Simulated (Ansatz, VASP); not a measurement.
# Two plane-wave programs on AlN

Contents of INCAR:

```
PREC = Accurate ; ENCUT = 520
EDIFF = 1E-6 ; ISMEAR = 0
SIGMA = 0.05 ; LREAL = False
LASPH = True ; NELM = 100
ALGO = Normal ; ISIF = 2
LWAVE = False ; LCHARG = False
GGA = PS ; NBANDS = 16
```

KPOINTS

```
regular mesh
0
Gamma
  9 9 6
```

POSCAR

```
AlN
1.0
    3.2786997482      0.0000000000      0.0000000000
   -1.6393498741      2.8394372733      0.0000000000
    0.0000000000      0.0000000000      3.7947670886
Al N
2 2
Direct
    0.3333333333      0.6666666667      0.7500000000
    0.6666666667      0.3333333333      0.2500000000
    0.3333333333      0.6666666667      0.2500000000
    0.6666666667      0.3333333333      0.7500000000
```

Input for Ansatz:

```yaml
crystal:
  lattice:
    - [3.2786997482, 0.0, 0.0]
    - [-1.6393498741, 2.8394372733, 0.0]
    - [0.0, 0.0, 3.7947670886]
  atoms:
    - { symbol: Al, position: [0.3333333333, 0.6666666667, 0.75] }
    - { symbol: Al, position: [0.6666666667, 0.3333333333, 0.25] }
    - { symbol: "N", position: [0.3333333333, 0.6666666667, 0.25] }
    - { symbol: "N", position: [0.6666666667, 0.3333333333, 0.75] }
basis:
  ecutwfc: 520.0
kpoints:
  mp_grid: { grid: [9, 9, 6] }
hamiltonian:
  xc: pbesol
  pseudopotentials: { kind: paw, azcp: { folder: soft_1 } }
scf:
  occupations: { method: gaussian, width: 0.05 }
output:
  forces: true
  stress: true
  eigenvalues: true
```

Alike in both runs: task single point; functional PBEsol; k mesh 9 × 9 × 6; occupations gaussian, width 0.05 eV; no spin polarisation.

|  | VASP | Ansatz |
| --- | --- | --- |
| version | VASP 6.6.1 | Ansatz 0.2.0 |
| potentials or method | VASP PAW PBE potentials, release 64 (Al, N), cutoff 520 eV | scalar-relativistic, plane waves, PAW |
| valence electrons in the cell | 16 | 16 |

VASP gave:

```
gap on the k mesh at the Fermi level (eV)                     : 4.17
least direct gap on the mesh (eV)                             : 4.17
pressure (GPa)                                                : 27.6
traceless stress, the component that is largest in VASP (GPa) : 18.85
```

Question: Which values does Ansatz return?

Answer: gap on the k mesh at the Fermi level (eV): 4.15; least direct gap on the mesh (eV): 4.15; pressure (GPa): 27.3; traceless stress, the component that is largest in VASP (GPa): 18.56.

VASP's potentials were made for PBE, not for PBEsol, and Ansatz warns of the same on its side.
